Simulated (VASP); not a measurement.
CoO, 2 atoms in the cell. It takes space group R-3m (No. 166, trigonal). Conventional cell: a = 3.011 Å, b = 3.011 Å, c = 7.320 Å, α = 90.00°, β = 90.00°, γ = 120.00°. Within 2.8 Å of Co (site symmetry -3m) lie 6 O at 2.12 Å. Within 2.8 Å of O (site symmetry -3m) lie 6 Co at 2.12 Å. 

```yaml
Program: VASP 6.6.1
Task: single point
Functional: PBE
Potentials_or_basis: VASP PAW PBE potentials, release 64 (Co, O)
Cutoff: 520 eV
k_mesh: 6 × 6 × 6
Occupations: gaussian, width 0.1 eV
Spin: collinear spin, ferromagnetic start
Starting_moments: "[3.0, 1.0] μB"
Dipole_correction: no
Further_INCAR_settings: ALGO = Normal; EDIFF = 1e-06; NBANDS = 18
```

Potentials or basis: VASP PAW PBE potentials, release 64 (Co, O).

The run is started by

```sh
$ cat potpaw_PBE.64/Co/POTCAR potpaw_PBE.64/O/POTCAR > POTCAR
$ mpirun -np 1 vasp_std > vasp.out
```

Hardware: 1 thread of Intel(R) Xeon(R) Platinum 8259CL CPU @ 2.50GHz (Skylake/Cascade Lake) (shared host).

Task: Estimate the wall time of this run.

Result: Run time: 18 s on 1 thread of Intel(R) Xeon(R) Platinum 8259CL CPU @ 2.50GHz (Skylake/Cascade Lake) (shared host), peak memory 0.15 GiB. Counts: scf iterations 15, k points 32.
